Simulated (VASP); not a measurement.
Here is a VASP 6.6.1 calculation.

INCAR

```
SYSTEM = SrTiO3
ALGO = Normal
EDIFF = 1E-7
EDIFFG = -0.01
ENCUT = 520
GGA = PS
GGA_COMPAT = .False.
IBRION = 2
ISIF = 2
ISMEAR = -1
LASPH = .True.
LCHARG = .False.
LREAL = .False.
LWAVE = .False.
NELM = 120
NELMIN = 4
NSW = 80
PREC = Accurate
SIGMA = 0.02
```

KPOINTS

```
k-points
0
Gamma
  6 6 6
  0 0 0
```

File POSCAR:

```
SrTiO3
1.0
    3.9052800000      0.0000000000      0.0000000000
    0.0000000000      3.9052800000      0.0000000000
    0.0000000000      0.0000000000      3.9052800000
Sr Ti O
1 1 3
Direct
    0.5000000000      0.5000000000      0.5000000000
    0.0000000000      0.0000000000      0.0000000000
    0.5000000000      0.0000000000      0.0000000000
    0.0000000000      0.5000000000      0.0000000000
    0.0000000000      0.0000000000      0.5000000000
```

Potentials or basis: VASP PAW PBE potentials, release 64 (Sr_sv, Ti_sv, O).

Run with:

```bash
$ cat potpaw_PBE.64/Sr_sv/POTCAR potpaw_PBE.64/Ti_sv/POTCAR potpaw_PBE.64/O/POTCAR > POTCAR
$ mpirun -np 1 vasp_std > vasp.out
```

Problem. Estimate the band gap on the k mesh.

Solution. 1.80 eV (least direct gap 2.16 eV).

Final structure:
```cif
data_structure
_symmetry_space_group_name_H-M 'P 1'
_symmetry_Int_Tables_number 1
_cell_length_a 3.9053
_cell_length_b 3.9053
_cell_length_c 3.9053
_cell_angle_alpha 90.000
_cell_angle_beta 90.000
_cell_angle_gamma 90.000
_cell_volume 59.56
loop_
_atom_site_label
_atom_site_type_symbol
_atom_site_fract_x
_atom_site_fract_y
_atom_site_fract_z
_atom_site_occupancy
Sr1 Sr 0.50000 0.50000 0.50000 1
Ti1 Ti 0.00000 0.00000 0.00000 1
O1 O 0.50000 0.00000 0.00000 1
O2 O 0.00000 0.50000 0.00000 1
O3 O 0.00000 0.00000 0.50000 1
```

Caveat: the relaxation stopped at its first step, so nothing moved. A k mesh can miss the band edges.
